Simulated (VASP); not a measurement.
# ZnCu (Pm-3m) in VASP: a series of runs

Aim: see how the results for ZnCu move with the level of theory and the settings. Levels: PBE, r2SCAN. Tasks: single point.

Everything below comes from runs of VASP 6.6.1. Logs are shortened: lines on timing, memory, paths and dates and some standing lists are left out, and cuts for length are marked.

### 1 The cell of the first run

It takes space group Pm-3m (No. 221, cubic). The conventional cell has a = 2.955 Å, b = 2.955 Å, c = 2.955 Å, α = 90.00°, β = 90.00°, γ = 90.00°. Zn (site symmetry m-3m) has 8 Cu at 2.56 Å and 6 Zn at 2.95 Å within 3.4 Å. Cu (site symmetry m-3m) has 8 Zn at 2.56 Å and 6 Cu at 2.95 Å within 3.4 Å.

### 2 Single point, PBE

INCAR

```
ALGO = Fast ; EDIFF = 1E-6
ENCUT = 520 ; GGA = PE
ISIF = 2 ; ISMEAR = 0
LASPH = T ; LCHARG = T
LELF = T ; LREAL = F
LVHAR = T ; LWAVE = F
NBANDS = 18 ; NELM = 60
PREC = Accurate ; SIGMA = 0.05
```

KPOINTS

```
k-points
0
Gamma
  6 6 6
```

POSCAR

```
ZnCu
1.0
    2.9547841250      0.0000000000      0.0000000000
    0.0000000000      2.9547841250      0.0000000000
    0.0000000000      0.0000000000      2.9547841250
Zn Cu
1 1
Direct
    0.5000000000      0.5000000000      0.5000000000
    0.0000000000      0.0000000000      0.0000000000
```

Potentials or basis: VASP PAW PBE potentials, release 64 (Zn, Cu).

Started as:

```
> cat potpaw_PBE.64/Zn/POTCAR potpaw_PBE.64/Cu/POTCAR > POTCAR
> mpirun -np 1 vasp_std > vasp.out
```

OUTCAR:

```text
EDIFF = 1E-6
   ENCUT = 520
   GGA = PE
   ISIF = 2
   ISMEAR = 0
   LASPH = T
   LREAL = F
   NELM = 60
   PREC = Accurate

 ion  position               nearest neighbor table
   1  0.500  0.500  0.500-   2 2.56   2 2.56   2 2.56   2 2.56   2 2.56   2 2.56   2 2.56   2 2.56

   2  0.000  0.000  0.000-   1 2.56   1 2.56   1 2.56   1 2.56   1 2.56   1 2.56   1 2.56   1 2.56

  LATTYP: Found a simple cubic cell.
 ALAT       =     2.9547841250

  Lattice vectors:

 A1 = (   2.9547841250,   0.0000000000,   0.0000000000)
 A2 = (   0.0000000000,   2.9547841250,   0.0000000000)
 A3 = (   0.0000000000,   0.0000000000,   2.9547841250)

Analysis of symmetry for initial positions (statically):
=====================================================================
 Subroutine PRICEL returns:
 Original cell was already a primitive cell.

 Routine SETGRP: Setting up the symmetry group for a
 simple cubic supercell.

 Subroutine GETGRP returns: Found 48 space group operations
 (whereof 48 operations were pure point group operations)
 out of a pool of 48 trial point group operations.

The static configuration has the point symmetry O_h .

Analysis of symmetry for dynamics (positions and initial velocities):
=====================================================================
 Subroutine PRICEL returns:
 Original cell was already a primitive cell.

 Routine SETGRP: Setting up the symmetry group for a
 simple cubic supercell.

 Subroutine GETGRP returns: Found 48 space group operations
 (whereof 48 operations were pure point group operations)
 out of a pool of 48 trial point group operations.

The dynamic configuration has the point symmetry O_h .

 Subroutine INISYM returns: Found 48 space group operations
 (whereof 48 operations are pure point group operations),
 and found     1 'primitive' translations

----------------------------------------------------------------------------------------

                                     Primitive cell

  volume of cell :      25.7975

  direct lattice vectors                    reciprocal lattice vectors
     2.954784125  0.000000000  0.000000000     0.338434199  0.000000000  0.000000000
     0.000000000  2.954784125  0.000000000     0.000000000  0.338434199  0.000000000
     0.000000000  0.000000000  2.954784125     0.000000000  0.000000000  0.338434199

  length of vectors
[... 74 lines left out ...]
   LASPH  =      T    aspherical Exc in radial PAW
   ENCUT  =  520.0 eV  38.22 Ry    6.18 a.u.   5.49  5.49  5.49*2*pi/ulx,y,z
   NELM   =     60;   NELMIN=  2; NELMDL= -5     # of ELM steps
   EDIFF  = 0.1E-05   stopping-criterion for ELM
   LREAL  =      F    real-space projection
   EDIFFG = 0.1E-04   stopping-criterion for IOM
   NSW    =      0    number of steps for IOM
   IBRION =     -1    ionic relax: 0-MD 1-quasi-New 2-CG
   NFREE  =      0    steps in history (QN), initial steepest desc. (CG)
   ISIF   =      2    stress and relaxation
   ISYM   =      2    0-nonsym 1-usesym 2-fastsym
   POTIM  = 0.5000    time-step for ionic-motion
   TEBEG  =    0.0;   TEEND  =   0.0 temperature during run
   PSTRESS=    0.0 pullay stress
   NELECT =      23.0000    total number of electrons
   NUPDOWN=      -1.0000    fix difference up-down
   EMIN   =  10.00;   EMAX   =-10.00  energy-range for DOS
   EFERMI =   0.00;   METHOD = LEGACY
   ISMEAR =     0;   SIGMA  =   0.05  broadening in eV -4-tet -1-fermi 0-gaus
   EFERMI_NEDOS =   21; number of points for ismear=-14 and -15
   IALGO  =     68    algorithm
   IMIX   =      4    mixing-type and parameters
     AMIX     =   0.40;   BMIX     =  1.00
     AMIX_MAG =   1.60;   BMIX_MAG =  1.00
  volume/ion in A,a.u.               =      12.90        87.04
  Fermi-wavevector in a.u.,A,eV,Ry     =   1.575645  2.977537 33.778598  2.482657
  Thomas-Fermi vector in A             =   2.676598
   LORBIT       =      0    0 simple, 1 ext, 2 COOP (PROOUT), +10 PAW based schemes
   GGA     = PE    functional components
   LHFCALC =     F    Hartree Fock is set to
   AEXX    =    0.0000 exact exchange contribution
   IVDW    =     0    specifies the selected vdW correction
   LEPSILON=     F    determine dielectric tensor
   LRPA    =     F    only Hartree local field effects (RPA)
 non-spin polarized calculation
 RMM-DIIS sequential band-by-band and
 Gauss-broadening in eV      SIGMA  =   0.05
  energy-cutoff  :      520.00
  volume of cell :       25.80
 maximum number of plane-waves:       739
 NGX is ok and might be reduce to    24
   NGX = 11   NGY = 11   NGZ = 11

 number of electron      23.0000009 magnetization

 Free energy of the ion-electron system (eV)
  ---------------------------------------------------
  ext. energy  EPLUGINS =         0.00000000
  ---------------------------------------------------
  free energy    TOTEN  =        -4.92896873 eV

  energy without entropy =       -4.92752271  energy(sigma->0) =       -4.92824572

 E-fermi :   5.4117     XC(G=0): -12.3456

 val. band max:        5.3505208853   @ k =   0.5000   0.3333   0.3333
 cond. band min:       5.4489597049   @ k =   0.3333   0.3333   0.0000
 fundamental gap:      0.0984388196
 Fermi energy:         5.4116855089

 k-point     1 :       0.0000    0.0000    0.0000
  band No.  band energies     occupation
      1      -4.8134      2.00000
      2      -2.3537      2.00000
      3      -2.3537      2.00000
      4      -1.6719      2.00000
      5      -1.6719      2.00000
      6      -1.6719      2.00000
[... 397 lines left out ...]
      5      -1.3799      2.00000
      6       1.1898      2.00000
[... 10 lines left out ...]
     17       9.9277      0.00000
     18      11.5300      0.00000

------------------------ aborting loop because EDIFF is reached ----------------------------------------

  FORCE on cell =-STRESS in cart. coord.  units (eV):
  Direction    XX          YY          ZZ          XY          YZ          ZX
  --------------------------------------------------------------------------------------
  -------------------------------------------------------------------------------------
  Total        0.4322637      0.4322637      0.4322637      0.0000000      0.0000000     -0.0000000
  in kB       26.8461543     26.8461543     26.8461543      0.0000000      0.0000000     -0.0000000
  external PRESSURE =      26.8461543 kB  Pullay stress =       0.0000000 kB

 VOLUME and BASIS-vectors are now :
 -----------------------------------------------------------------------------
  energy-cutoff  :      520.00
  volume of cell :       25.80
      direct lattice vectors                 reciprocal lattice vectors
     2.954784125  0.000000000  0.000000000     0.338434199  0.000000000  0.000000000
     0.000000000  2.954784125  0.000000000     0.000000000  0.338434199  0.000000000
     0.000000000  0.000000000  2.954784125     0.000000000  0.000000000  0.338434199

 POSITION                                       TOTAL-FORCE (eV/Angst)
 -----------------------------------------------------------------------------------
      1.47739      1.47739      1.47739         0.000000      0.000000      0.000000
      0.00000      0.00000      0.00000         0.000000      0.000000      0.000000
 -----------------------------------------------------------------------------------
    total drift:                                0.000000      0.000000     -0.000000

  FREE ENERGIE OF THE ION-ELECTRON SYSTEM (eV)
  ---------------------------------------------------
  free  energy   TOTEN  =        -4.9289687328 eV

  energy  without entropy=       -4.9275227141  energy(sigma->0) =       -4.92824572
```

It took 4.8 s on 1 thread of Intel Xeon 6975P-C (Granite Rapids), shared host; peak memory 0.14 GiB.

What came out:

```
Free energy            : -4.9290 eV
Pressure               : 2.7 GPa
Band gap on the k mesh : zero (an odd number of electrons rules out a gap without spin polarisation)
```

### 3 Single point, PBE (13.06 Å³/atom)

This run uses another cell than the first one, of 13.06 Å³/atom.

INCAR

```
  PREC = Accurate
  ENCUT = 520
  EDIFF = 1E-7
  ISMEAR = 0
  SIGMA = 0.05
  LREAL = F
  LASPH = T
  NELM = 80
  ALGO = Fast
  ISIF = 2
  LWAVE = F
  LCHARG = F
  GGA = PE
  NBANDS = 18
```

KPOINTS

```
regular mesh
0
Gamma
  6 6 6
```

POSCAR

```
ZnCu
1.0
    2.9670243315      0.0000000000      0.0000000000
    0.0000000000      2.9670243315      0.0000000000
    0.0000000000      0.0000000000      2.9670243315
Zn Cu
1 1
Direct
    0.5000000000      0.5000000000      0.5000000000
    0.0000000000      0.0000000000      0.0000000000
```

Potentials or basis: VASP PAW PBE potentials, release 64 (Zn, Cu).

Started as:

```
> cat potpaw_PBE.64/Zn/POTCAR potpaw_PBE.64/Cu/POTCAR > POTCAR
> mpirun -np 1 vasp_std > vasp.out
```

OUTCAR:

```text
PREC = Accurate
   ENCUT = 520
   EDIFF = 1E-7
   ISMEAR = 0
   LREAL = F
   LASPH = T
   NELM = 80
   ISIF = 2
   GGA = PE

 ion  position               nearest neighbor table
   1  0.500  0.500  0.500-   2 2.57   2 2.57   2 2.57   2 2.57   2 2.57   2 2.57   2 2.57   2 2.57

   2  0.000  0.000  0.000-   1 2.57   1 2.57   1 2.57   1 2.57   1 2.57   1 2.57   1 2.57   1 2.57

  LATTYP: Found a simple cubic cell.
 ALAT       =     2.9670243315

  Lattice vectors:
[... 601 lines left out ...]
     18      11.3175      0.00000

------------------------ aborting loop because EDIFF is reached ----------------------------------------

  FORCE on cell =-STRESS in cart. coord.  units (eV):
  Direction    XX          YY          ZZ          XY          YZ          ZX
  --------------------------------------------------------------------------------------
  -------------------------------------------------------------------------------------
  Total        0.1475191      0.1475191      0.1475191      0.0000000     -0.0000000      0.0000000
  in kB        9.0488921      9.0488921      9.0488921      0.0000000     -0.0000000      0.0000000
  external PRESSURE =       9.0488921 kB  Pullay stress =       0.0000000 kB

 VOLUME and BASIS-vectors are now :
 -----------------------------------------------------------------------------
  energy-cutoff  :      520.00
  volume of cell :       26.12
      direct lattice vectors                 reciprocal lattice vectors
     2.967024331  0.000000000  0.000000000     0.337038018  0.000000000  0.000000000
     0.000000000  2.967024331  0.000000000     0.000000000  0.337038018  0.000000000
     0.000000000  0.000000000  2.967024331     0.000000000  0.000000000  0.337038018

 POSITION                                       TOTAL-FORCE (eV/Angst)
 -----------------------------------------------------------------------------------
      1.48351      1.48351      1.48351         0.000000      0.000000      0.000000
      0.00000      0.00000      0.00000         0.000000      0.000000      0.000000
 -----------------------------------------------------------------------------------
    total drift:                                0.000000      0.000000     -0.000000

  FREE ENERGIE OF THE ION-ELECTRON SYSTEM (eV)
  ---------------------------------------------------
  free  energy   TOTEN  =        -4.9324867507 eV

  energy  without entropy=       -4.9314425944  energy(sigma->0) =       -4.93196467
```

It took 5.6 s on 1 thread of Intel Xeon 6975P-C (Granite Rapids), shared host; peak memory 0.13 GiB.

What came out:

```
Free energy            : -4.9325 eV
Pressure               : 0.9 GPa
Band gap on the k mesh : zero (an odd number of electrons rules out a gap without spin polarisation)
```

Levels at points of the mesh, in eV from the Fermi level:
```tsv
k point	band 9	band 10	band 11	band 12	band 13	band 14
(0.00, 0.00, 0.00)	-2.67	-2.67	-2.67	6.18	6.18	6.18
(0.50, 0.00, 0.00)	-3.20	-3.20	-2.74	-1.97	11.55	11.55
(0.50, 0.50, 0.00)	-2.82	-2.45	-1.79	-1.79	1.69	2.05
(0.50, 0.50, 0.50)	-2.43	-2.43	3.73	4.32	4.32	4.32
```

### 4 Single point, PBE

This run uses another cell than the first one, of 12.45 Å³/atom.

INCAR

```
SYSTEM = ZnCu
ALGO = Normal
EDIFF = 1E-6
ENCUT = 520
GGA = PE
ISIF = 2
ISMEAR = 0
LASPH = .TRUE.
LCHARG = .FALSE.
LREAL = .FALSE.
LWAVE = .FALSE.
NBANDS = 18
NELM = 60
PREC = Accurate
SIGMA = 0.05
```

KPOINTS

```
k-points
0
G
  12 12 12
  0 0 0
```

POSCAR

```
ZnCu
1.0
    2.9200023228      0.0000000000      0.0000000000
    0.0000000000      2.9200023228      0.0000000000
    0.0000000000      0.0000000000      2.9200023228
Zn Cu
1 1
Direct
    0.5000000000      0.5000000000      0.5000000000
    0.0000000000      0.0000000000      0.0000000000
```

Started as:

```
> cat potpaw_PBE.64/Zn/POTCAR potpaw_PBE.64/Cu/POTCAR > POTCAR
> mpirun -np 1 vasp_std > vasp.out
```

Run time: 10 s. Hardware: 1 thread of Intel Xeon 6975P-C (Granite Rapids), shared host; peak memory 0.16 GiB.

Results (log left out):

```
Free energy            : -4.9855 eV
Pressure               : 6.5 GPa
Band gap on the k mesh : zero (an odd number of electrons rules out a gap without spin polarisation)
```

Levels at points of the mesh, in eV from the Fermi level:
| k point | band 8 | band 9 | band 10 | band 11 | band 12 | band 13 | band 14 | band 15 |
| --- | --- | --- | --- | --- | --- | --- | --- | --- |
| (0.00, 0.00, 0.00) | -3.58 | -2.70 | -2.70 | -2.70 | 6.40 | 6.40 | 6.40 | 11.50 |
| (0.50, 0.00, 0.00) | -3.71 | -3.28 | -3.28 | -2.78 | -1.95 | 12.01 | 12.01 | 12.64 |
| (0.50, 0.50, 0.00) | -2.85 | -2.85 | -2.46 | -1.89 | -1.89 | 1.95 | 2.28 | 14.29 |
| (0.50, 0.50, 0.50) | -4.33 | -2.44 | -2.44 | 4.12 | 4.48 | 4.48 | 4.48 | 4.67 |

Caveat: the cell stands under pressure.

### 5 Single point, r2SCAN (11.95 Å³/atom)

This run uses another cell than the first one, of 11.95 Å³/atom.

POSCAR

```
ZnCu
1.0
    2.8805379942      0.0000000000      0.0000000000
    0.0000000000      2.8805379942      0.0000000000
    0.0000000000      0.0000000000      2.8805379942
Zn Cu
1 1
Direct
    0.5000000000      0.5000000000      0.5000000000
    0.0000000000      0.0000000000      0.0000000000
```

INCAR.step1

```
SYSTEM = ZnCu
PREC     = Accurate       ! precision mode
ENCUT    = 520            ! plane-wave cutoff, eV
ISMEAR   = 0              ! smearing method
SIGMA    = 0.05           ! smearing width, eV
LREAL    = .False.        ! projectors in reciprocal space
LASPH    = .True.         ! aspherical terms in the spheres
NELM     = 100            ! most SCF steps
NBANDS   = 18             ! bands
GGA      = PE             ! functional
ALGO     = Normal         ! electronic algorithm
EDIFF    = 1E-4           ! SCF threshold, eV
LWAVE    = .True.         ! write WAVECAR
LCHARG   = .False.        ! write CHGCAR
```

INCAR.step2

```
SYSTEM = ZnCu
PREC     = Accurate       ! precision mode
ENCUT    = 520            ! plane-wave cutoff, eV
EDIFF    = 1E-6           ! SCF threshold, eV
ISMEAR   = 0              ! smearing method
SIGMA    = 0.05           ! smearing width, eV
LREAL    = .False.        ! projectors in reciprocal space
LASPH    = .True.         ! aspherical terms in the spheres
NELM     = 100            ! most SCF steps
ALGO     = Normal         ! electronic algorithm
ISIF     = 2              ! what is computed and relaxed
LWAVE    = .False.        ! write WAVECAR
LCHARG   = .False.        ! write CHGCAR
METAGGA  = R2SCAN         ! meta-GGA
LMIXTAU  = .True.       
NBANDS   = 18             ! bands
ISTART   = 1
```

KPOINTS

```
Automatic mesh
0
Gamma
  12 12 12
  0 0 0
```

Started as:

```
> cat potpaw_PBE.64/Zn/POTCAR potpaw_PBE.64/Cu/POTCAR > POTCAR
> cp INCAR.step1 INCAR
> mpirun -np 1 vasp_std > vasp.out
> cp INCAR.step2 INCAR
> mpirun -np 1 vasp_std > vasp.out
```

Run time: 36 s. Hardware: 1 thread of Intel Xeon 6975P-C (Granite Rapids), shared host; peak memory 0.16 GiB.

Results (log left out):

* Free energy: -19.9124 eV
* Pressure: 6.7 GPa
* Band gap on the k mesh: zero (an odd number of electrons rules out a gap without spin polarisation)

Levels at points of the mesh, in eV from the Fermi level:
```csv
k point,band 8,band 9,band 10,band 11,band 12,band 13,band 14,band 15
"(0.00, 0.00, 0.00)",-3.85,-2.88,-2.88,-2.88,6.96,6.96,6.96,12.03
"(0.50, 0.00, 0.00)",-4.02,-3.51,-3.51,-2.97,-2.07,13.04,13.04,13.59
"(0.50, 0.50, 0.00)",-3.04,-3.04,-2.64,-2.14,-2.14,2.32,2.62,15.64
"(0.50, 0.50, 0.50)",-4.69,-2.62,-2.62,4.71,4.71,4.71,4.98,4.98
```

Caveat: the cell stands under pressure; the PAW data sets were made with another functional, which shifts forces and pressure a little.

### 6 The runs side by side

| level | cell | k mesh | gap on the mesh (eV) | pressure (GPa) |
| --- | --- | --- | --- | --- |
| PBE | a = 2.955 Å, 2 atoms | 6 × 6 × 6 | none | 2.7 |
| PBE | a = 2.967 Å, 2 atoms | 6 × 6 × 6 | none | 0.9 |
| PBE | a = 2.920 Å, 2 atoms | 12 × 12 × 12 | none | 6.5 |
| r2SCAN | a = 2.881 Å, 2 atoms | 12 × 12 × 12 | none | 6.7 |

Alike in all rows: task single point; potentials or basis VASP PAW PBE potentials, release 64 (Zn, Cu); no spin polarisation; cutoff (eV) 520; smearing gaussian 0.05 eV.

Caveats: the cell stands under pressure (at least some runs); the PAW data sets were made with another functional, which shifts forces and pressure a little (at least some runs).

Total energies depend on the potentials used, so only differences within one code and one set of settings carry meaning.

The gap in the log of VASP goes by the Fermi energy; the results here count the filled bands.